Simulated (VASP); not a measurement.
# LaOsS2O (Pmmn) in VASP: single point with r2SCAN

Aim: the single point of LaOsS2O with r2SCAN.

Program: VASP 6.6.1. These are calculated values, not measurements. Logs are shortened: lines on timing, memory, paths and dates and some standing lists are left out, and cuts for length are marked.

### Step 1. The cell of the first run

It takes space group Pmmn (No. 59, orthorhombic). Conventional cell: a = 3.933 Å, b = 3.944 Å, c = 12.267 Å, α = 90.00°, β = 90.00°, γ = 90.00°. La (site symmetry mm2) has 4 O at 2.36 Å and 4 S at 3.20 Å within 3.3 Å. Os (site symmetry mm2) has 6 S at 2.22 to 2.81 Å within 2.9 Å. Within 2.9 Å of S (site symmetry mm2) lie 5 Os at 2.22 to 2.81 Å. S (site symmetry mm2) has 1 Os at 2.34 Å and 4 La at 3.20 Å and 4 S at 3.40 Å and 4 O at 3.49 Å within 3.5 Å. Within 3.1 Å of O (site symmetry mm2) lie 4 La at 2.36 Å and 4 O at 2.78 Å.

### Step 2. Single point, r2SCAN

Contents of POSCAR:

```
LaOsS2O
1.0
    3.9328396300      0.0000000000      0.0000000000
    0.0000000000      3.9440646400      0.0000000000
    0.0000000000      0.0000000000     12.2668713900
La Os S O
2 2 4 2
Direct
    0.2500000000      0.2500000000      0.1055553210
    0.7500000000      0.7500000000      0.8944446790
    0.2500000000      0.2500000000      0.5745693659
    0.7500000000      0.7500000000      0.4254306341
    0.2500000000      0.2500000000      0.3936799844
    0.7500000000      0.7500000000      0.6063200156
    0.2500000000      0.2500000000      0.7651577912
    0.7500000000      0.7500000000      0.2348422088
    0.7500000000      0.2500000000     -0.0001347027
    0.2500000000      0.7500000000      0.0001347027
```

Contents of INCAR.step1:

```
PREC = Accurate ; ENCUT = 520
ISMEAR = -1 ; SIGMA = 0.1
LREAL = False ; LASPH = True
NELM = 100 ; NBANDS = 48
GGA = PE ; ALGO = Normal
EDIFF = 1E-4 ; LWAVE = True
LCHARG = False
```

Contents of INCAR.step2:

```
PREC = Accurate ; ENCUT = 520
EDIFF = 1E-6 ; ISMEAR = -1
SIGMA = 0.1 ; LREAL = False
LASPH = True ; NELM = 100
ALGO = Normal ; ISIF = 2
LWAVE = False ; LCHARG = False
METAGGA = R2SCAN ; LMIXTAU = True
NBANDS = 48 ; ISTART = 1
```

Contents of KPOINTS:

```
Automatic mesh
0
Gamma
  7 7 2
```

Potentials or basis: VASP PAW PBE potentials, release 64 (La, Os, S, O).

Started as:

```bash
cat potpaw_PBE.64/La/POTCAR potpaw_PBE.64/Os/POTCAR potpaw_PBE.64/S/POTCAR potpaw_PBE.64/O/POTCAR > POTCAR
cp INCAR.step1 INCAR
mpirun -np 1 vasp_std > vasp.out
cp INCAR.step2 INCAR
mpirun -np 1 vasp_std > vasp.out
```

OUTCAR:

```text
PREC = Accurate
   ENCUT = 520
   EDIFF = 1E-6
   ISMEAR = -1
   LREAL = False
   LASPH = True
   NELM = 100
   ISIF = 2
   METAGGA = R2SCAN
   ISTART = 1

 ion  position               nearest neighbor table
   1  0.250  0.250  0.106-   9 2.36   9 2.36  10 2.36  10 2.36   8 3.20   8 3.20   8 3.20   8 3.20

   2  0.750  0.750  0.894-  10 2.36  10 2.36   9 2.36   9 2.36   7 3.20   7 3.20   7 3.20   7 3.20

   3  0.250  0.250  0.575-   5 2.22   7 2.34   6 2.81   6 2.81   6 2.81   6 2.81   4 3.33   4 3.33
                             4 3.33   4 3.33
   4  0.750  0.750  0.425-   6 2.22   8 2.34   5 2.81   5 2.81   5 2.81   5 2.81   3 3.33   3 3.33
                             3 3.33   3 3.33
   5  0.250  0.250  0.394-   3 2.22   4 2.81   4 2.81   4 2.81   4 2.81
   6  0.750  0.750  0.606-   4 2.22   3 2.81   3 2.81   3 2.81   3 2.81
   7  0.250  0.250  0.765-   3 2.34   2 3.20   2 3.20   2 3.20   2 3.20
   8  0.750  0.750  0.235-   4 2.34   1 3.20   1 3.20   1 3.20   1 3.20
   9  0.750  0.250  1.000-   1 2.36   1 2.36   2 2.36   2 2.36
  10  0.250  0.750  0.000-   2 2.36   2 2.36   1 2.36   1 2.36

  LATTYP: Found a simple orthorhombic cell.
 ALAT       =     3.9328396300
 B/A-ratio  =     1.0028541744
 C/A-ratio  =     3.1190876171

  Lattice vectors:

 A1 = (   3.9328396300,   0.0000000000,   0.0000000000)
 A2 = (   0.0000000000,   3.9440646400,   0.0000000000)
 A3 = (   0.0000000000,   0.0000000000,  12.2668713900)

Analysis of symmetry for initial positions (statically):
=====================================================================
 Subroutine PRICEL returns:
 Original cell was already a primitive cell.

 Routine SETGRP: Setting up the symmetry group for a
 simple orthorhombic supercell.

 Subroutine GETGRP returns: Found  8 space group operations
 (whereof  2 operations were pure point group operations)
 out of a pool of  8 trial point group operations.

The static configuration has the point symmetry S_2 .
 The point group associated with its full space group is D_2h.

Analysis of symmetry for dynamics (positions and initial velocities):
=====================================================================
 Subroutine PRICEL returns:
 Original cell was already a primitive cell.

 Routine SETGRP: Setting up the symmetry group for a
 simple orthorhombic supercell.

 Subroutine GETGRP returns: Found  8 space group operations
 (whereof  2 operations were pure point group operations)
 out of a pool of  8 trial point group operations.

The dynamic configuration has the point symmetry S_2 .
 The point group associated with its full space group is D_2h.

 Subroutine INISYM returns: Found  8 space group operations
 (whereof  2 operations are pure point group operations),
 and found     1 'primitive' translations

----------------------------------------------------------------------------------------

                                     Primitive cell

  volume of cell :     190.2760

  direct lattice vectors                    reciprocal lattice vectors
     3.932839630  0.000000000  0.000000000     0.254269203  0.000000000  0.000000000
     0.000000000  3.944064640  0.000000000     0.000000000  0.253545540  0.000000000
     0.000000000  0.000000000 12.266871390     0.000000000  0.000000000  0.081520379

  length of vectors
     3.932839630  3.944064640 12.266871390     0.254269203  0.253545540  0.081520379

  position of ions in fractional coordinates (direct lattice)
     0.250000000  0.250000000  0.105555321
     0.750000000  0.750000000  0.894444679
     0.250000000  0.250000000  0.574569366
     0.750000000  0.750000000  0.425430634
     0.250000000  0.250000000  0.393679984
     0.750000000  0.750000000  0.606320016
     0.250000000  0.250000000  0.765157791
     0.750000000  0.750000000  0.234842209
     0.750000000  0.250000000  0.999865297
     0.250000000  0.750000000  0.000134703

  ion indices of the primitive-cell ions
   primitive index   ion index
                 1           1
                 2           2
                 3           3
                 4           4
                 5           5
                 6           6
                 7           7
                 8           8
                 9           9
                10          10

----------------------------------------------------------------------------------------

 KPOINTS: Automatic mesh

Automatic generation of k-mesh.
 Grid dimensions read from file:
 generate k-points for:    7    7    2

 Generating k-lattice:

  Cartesian coordinates                     Fractional coordinates (reciprocal lattice)
     0.036324172  0.000000000  0.000000000     0.142857143  0.000000000  0.000000000
     0.000000000  0.036220791  0.000000000     0.000000000  0.142857143  0.000000000
     0.000000000  0.000000000  0.040760189     0.000000000  0.000000000  0.500000000

  Length of vectors
     0.036324172  0.036220791  0.040760189

  Shift w.r.t. Gamma in fractional coordinates (k-lattice)
     0.000000000  0.000000000  0.000000000

 Subroutine IBZKPT returns following result:
 ===========================================

 Found     32 irreducible k-points:

 Following reciprocal coordinates:
            Coordinates               Weight
  0.000000  0.000000  0.000000      1.000000
  0.142857  0.000000  0.000000      2.000000
  0.285714  0.000000  0.000000      2.000000
  0.428571  0.000000  0.000000      2.000000
  0.000000  0.142857  0.000000      2.000000
  0.142857  0.142857  0.000000      4.000000
[... 16 lines left out ...]
  0.285714  0.142857  0.500000      4.000000
  0.428571  0.142857  0.500000      4.000000
 [... further k-points ...]
   k-points           NKPTS =     32   k-points in BZ     NKDIM =     32   number of bands    NBANDS=     48
   number of dos      NEDOS =    301   number of ions     NIONS =     10
   total plane-waves  NPLWV =  86400
   dimension x,y,z NGX =    30 NGY =   30 NGZ =   96
   dimension x,y,z NGXF=    60 NGYF=   60 NGZF=  192
   ions per type =               2   2   4   2
   NGX,Y,Z   is equivalent  to a cutoff of  12.68, 12.65, 13.01 a.u.
   NGXF,Y,Z  is equivalent  to a cutoff of  25.36, 25.29, 26.02 a.u.
 SYSTEM =  unknown system
   PREC   = accura    normal or accurate (medium, high low for compatibility)
   ISTART =      1    job   : 0-new  1-cont  2-samecut
   ICHARG =      0    charge: 1-file 2-atom 10-const
   ISPIN  =      1    spin polarized calculation?
   LNONCOLLINEAR =      F non collinear calculations
   LSORBIT =      F    spin-orbit coupling
   LASPH  =      T    aspherical Exc in radial PAW
   ENCUT  =  520.0 eV  38.22 Ry    6.18 a.u.   7.31  7.33 22.81*2*pi/ulx,y,z
   NELM   =    100;   NELMIN=  2; NELMDL=  0     # of ELM steps
   EDIFF  = 0.1E-05   stopping-criterion for ELM
   LREAL  =      F    real-space projection
   EDIFFG = 0.1E-04   stopping-criterion for IOM
   NSW    =      0    number of steps for IOM
   IBRION =     -1    ionic relax: 0-MD 1-quasi-New 2-CG
   NFREE  =      0    steps in history (QN), initial steepest desc. (CG)
   ISIF   =      2    stress and relaxation
   ISYM   =      2    0-nonsym 1-usesym 2-fastsym
   POTIM  = 0.5000    time-step for ionic-motion
   TEBEG  =    0.0;   TEEND  =   0.0 temperature during run
   PSTRESS=    0.0 pullay stress
   NELECT =      74.0000    total number of electrons
   NUPDOWN=      -1.0000    fix difference up-down
   EMIN   =  10.00;   EMAX   =-10.00  energy-range for DOS
   EFERMI =   0.00;   METHOD = LEGACY
   ISMEAR =    -1;   SIGMA  =   0.10  broadening in eV -4-tet -1-fermi 0-gaus
   EFERMI_NEDOS =   21; number of points for ismear=-14 and -15
   IALGO  =     38    algorithm
   IMIX   =      4    mixing-type and parameters
     AMIX     =   0.40;   BMIX     =  1.00
     AMIX_MAG =   1.60;   BMIX_MAG =  1.00
  volume/ion in A,a.u.               =      19.03       128.40
  Fermi-wavevector in a.u.,A,eV,Ry     =   1.194971  2.258168 19.428518  1.427956
  Thomas-Fermi vector in A             =   2.330948
   LORBIT       =      0    0 simple, 1 ext, 2 COOP (PROOUT), +10 PAW based schemes
   METAGGA = R2SCAN    functional components
   LHFCALC =     F    Hartree Fock is set to
   AEXX    =    0.0000 exact exchange contribution
   IVDW    =     0    specifies the selected vdW correction
   LEPSILON=     F    determine dielectric tensor
   LRPA    =     F    only Hartree local field effects (RPA)
 non-spin polarized calculation
  energy-cutoff  :      520.00
  volume of cell :      190.28
 maximum number of plane-waves:      5182
 NGX is ok and might be reduce to    30
   NGX = 15   NGY = 15   NGZ = 45

 number of electron      74.0000014 magnetization

 Free energy of the ion-electron system (eV)
  ---------------------------------------------------
  ext. energy  EPLUGINS =         0.00000000
  ---------------------------------------------------
  free energy    TOTEN  =      -222.95658613 eV

  energy without entropy =     -222.66614120  energy(sigma->0) =     -222.81136367

 E-fermi :   5.8188     XC(G=0): -11.1500

 val. band max:        5.7998561316   @ k =   0.1429   0.2857   0.5000
 cond. band min:       5.8242043702   @ k =   0.4286   0.0000   0.0000
 fundamental gap:      0.0243482385
 Fermi energy:         5.8188211496

 k-point     1 :       0.0000    0.0000    0.0000
  band No.  band energies     occupation
      1     -26.0991      2.00000
      2     -25.8688      2.00000
      3     -13.4673      2.00000
      4     -12.0101      2.00000
      5      -9.4337      2.00000
      6      -9.4284      2.00000
[... 40 lines left out ...]
     47      10.3977      0.00000
     48      10.5639      0.00000

 k-point     2 :       0.1429    0.0000    0.0000
  band No.  band energies     occupation
      1     -26.0752      2.00000
      2     -25.8669      2.00000
      3     -13.4826      2.00000
      4     -12.2843      2.00000
      5      -9.3997      2.00000
      6      -9.3996      2.00000
[... 1114 lines left out ...]
 k-point    24 :       0.4286    0.1429    0.5000
  band No.  band energies     occupation
      1     -25.9293      2.00000
      2     -25.8820      2.00000
      3     -13.5135      2.00000
      4     -13.3213      2.00000
      5      -9.4553      2.00000
      6      -9.3946      2.00000
[... 40 lines left out ...]
     47      10.5354      0.00000
     48      10.5405      0.00000

 [... further k-points ...]

------------------------ aborting loop because EDIFF is reached ----------------------------------------

  FORCE on cell =-STRESS in cart. coord.  units (eV):
  Direction    XX          YY          ZZ          XY          YZ          ZX
  --------------------------------------------------------------------------------------
  -------------------------------------------------------------------------------------
  Total       -8.1303831     -8.3681403     -0.4372543      0.0000000      0.0000000      0.0000000
  in kB      -68.4600986    -70.4620807     -3.6818036      0.0000000      0.0000000      0.0000000
  external PRESSURE =     -47.5346610 kB  Pullay stress =       0.0000000 kB

 VOLUME and BASIS-vectors are now :
 -----------------------------------------------------------------------------
  energy-cutoff  :      520.00
  volume of cell :      190.28
      direct lattice vectors                 reciprocal lattice vectors
     3.932839630  0.000000000  0.000000000     0.254269203  0.000000000  0.000000000
     0.000000000  3.944064640  0.000000000     0.000000000  0.253545540  0.000000000
     0.000000000  0.000000000 12.266871390     0.000000000  0.000000000  0.081520379

 POSITION                                       TOTAL-FORCE (eV/Angst)
 -----------------------------------------------------------------------------------
      0.98321      0.98602      1.29483        -0.000000     -0.000000     -0.050140
      2.94963      2.95805     10.97204        -0.000000     -0.000000      0.050140
      0.98321      0.98602      7.04817         0.000000     -0.000000      0.005821
      2.94963      2.95805      5.21870        -0.000000     -0.000000     -0.005821
      0.98321      0.98602      4.82922        -0.000000     -0.000000     -0.098147
      2.94963      2.95805      7.43765        -0.000000     -0.000000      0.098147
      0.98321      0.98602      9.38609        -0.000000      0.000000      0.048442
      2.94963      2.95805      2.88078        -0.000000     -0.000000     -0.048442
      2.94963      0.98602     12.26522        -0.000000     -0.000000     -0.002002
      0.98321      2.95805      0.00165        -0.000000     -0.000000      0.002002
 -----------------------------------------------------------------------------------
    total drift:                                0.000000     -0.000000     -0.000000

  FREE ENERGIE OF THE ION-ELECTRON SYSTEM (eV)
  ---------------------------------------------------
  free  energy   TOTEN  =      -222.9565861293 eV

  energy  without entropy=     -222.6661412039  energy(sigma->0) =     -222.81136367
```

Run time: 20 min. Hardware: 1 thread of Intel Xeon Platinum 8559C (Emerald Rapids), shared host; peak memory 0.51 GiB.

What came out:

```
Free energy            : -222.9566 eV
Pressure               : -4.8 GPa
Largest force          : 0.098 eV/Å
Band gap on the k mesh : zero (bands 37 and 38 overlap by 0.45 eV)
```

Forces on the atoms (eV/Å):
```
La   0.000  0.000 -0.050
La   0.000  0.000  0.050
Os   0.000  0.000  0.006
Os   0.000  0.000 -0.006
S    0.000  0.000 -0.098
S    0.000  0.000  0.098
S    0.000  0.000  0.048
S    0.000  0.000 -0.048
O    0.000  0.000 -0.002
O    0.000  0.000  0.002
```

Levels at points of the mesh, in eV from the Fermi level:
```tsv
k point	band 34	band 35	band 36	band 37	band 38	band 39	band 40	band 41
(0.00, 0.00, 0.00)	-1.29	-0.55	-0.54	-0.36	0.22	0.23	1.19	1.20
(0.00, 0.00, 0.50)	-1.29	-0.78	-0.77	-0.36	0.35	0.37	1.18	1.18
```

Caveat: the stress differs along the axes, from -7 to -0 GPa; the PAW data sets were made with another functional, which shifts forces and pressure a little; spin-orbit coupling is left out, which moves the levels of the heavy elements.

The gap in the log of VASP goes by the Fermi energy; the results here count the filled bands.